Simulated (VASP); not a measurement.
Write the native input for VASP 6.6.1 that does the following.

| Quantity | Value |
| --- | --- |
| Task | relaxation of cell and atoms |
| Functional | PBE |
| Potentials or basis | VASP PAW PBE potentials, release 64 (Be, Te) |
| Cutoff | 600 eV |
| k mesh | 5 × 5 × 2 |
| Occupations | gaussian, width 0.2 eV |
| Spin | no spin polarisation |
| Dipole correction | no |
| Further INCAR settings | ALGO = Normal; EDIFF = 1e-06; IBRION = 2; EDIFFG = -0.08; NSW = 36; ISIF = 3 |

The structure of Be5Te2 lies in POSCAR:

```
Be5Te2
1.0
    3.9200000000      0.0000000000      0.0000000000
   -1.9600000000      3.3948195800      0.0000000000
    0.0000000000      0.0000000000      8.5000000000
Be Te
5 2
Direct
    0.0000000000      0.0000000000      0.0000000000
    0.0000000000      0.0000000000      0.7400000000
    0.6666666700      0.3333333300      0.0000000000
    0.3333333300      0.6666666700      0.0000000000
    0.6666666700      0.3333333300      0.3600000000
    0.3333333300      0.6666666700      0.2700000000
    0.6666666700      0.3333333300      0.6500000000
```

The input as run:

INCAR

```
SYSTEM = Be5Te2
ALGO = Normal
EDIFF = 1E-6
EDIFFG = -0.08
ENCUT = 600
GGA = PE
IBRION = 2
ISIF = 3
ISMEAR = 0
LASPH = .TRUE.
LCHARG = .FALSE.
LREAL = .FALSE.
LWAVE = .FALSE.
NELM = 100
NSW = 36
PREC = Accurate
SIGMA = 0.2
```

KPOINTS

```
k-points
0
G
  5 5 2
  0 0 0
```

Potentials or basis: VASP PAW PBE potentials, release 64 (Be, Te).

The run is started by

```sh
$ cat potpaw_PBE.64/Be/POTCAR potpaw_PBE.64/Te/POTCAR > POTCAR
$ mpirun -np 1 vasp_std > vasp.out
```

Results of the run:

```yaml
Relaxed_volume: 16.71 Å³/atom
Relaxed_cell: a = 3.828 Å, b = 3.828 Å, c = 9.216 Å, α = 90.00°, β = 90.00°, γ = 120.00°
Space_group_after_relaxing_to_0.05_Å: P3m1 (No. 156)
Energy_gained_by_relaxing: 92.2 meV/atom
Ionic_steps: 16
Pressure_after_relaxing: 0.0 GPa
Largest_force_after_relaxing: 0.073 eV/Å
Band_gap_on_the_k_mesh: zero (band 11 reaches 7.33 eV, above the bottom of band 12 at 5.86 eV)
```

Caveat: the k points lie up to 0.38 Å⁻¹ apart in the final cell; spin-orbit coupling is left out, which moves the levels of the heavy elements; the relaxation stopped at a loose force limit of 0.08 eV/Å, so its end isn't a converged minimum.

Run time: 4.5 min on 1 thread of AMD EPYC 7R43 64-Core Processor (Zen 3) (shared host), peak memory 0.24 GiB.
